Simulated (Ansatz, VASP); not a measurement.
## Two plane-wave programs on CdO

```
Cd O
1.0
     0.00000    2.40020    2.40020
     2.40020    0.00000    2.40020
     2.40020    2.40020    0.00000
Cd O
1 1
Direct
  0.00000 0.00000 0.00000
  0.50000 0.50000 0.50000
```

Alike in both runs: task single point; functional BLYP; k mesh 8 × 8 × 8; occupations gaussian, width 0.05 eV; no spin polarisation.

|  | VASP | Ansatz |
| --- | --- | --- |
| version | VASP 6.6.1 | Ansatz 0.2.0 |
| potentials or method | VASP PAW PBE potentials, release 64 (Cd_sv_GW, O), cutoff 700 eV | scalar-relativistic, plane waves, PAW |
| valence electrons in the cell | 26 | 26 |

VASP gave:

* gap on the k mesh at the Fermi level (eV): none
* pressure (GPa): 2.3

Problem. Which values does Ansatz return?

Solution. gap on the k mesh at the Fermi level (eV): none; pressure (GPa): 2.4.

VASP's potentials were made for PBE, not for BLYP. A gap of «none» marks a metal or a gap that the smearing closes. With one functional, cell and mesh, what is left measures potentials, basis and numerics.
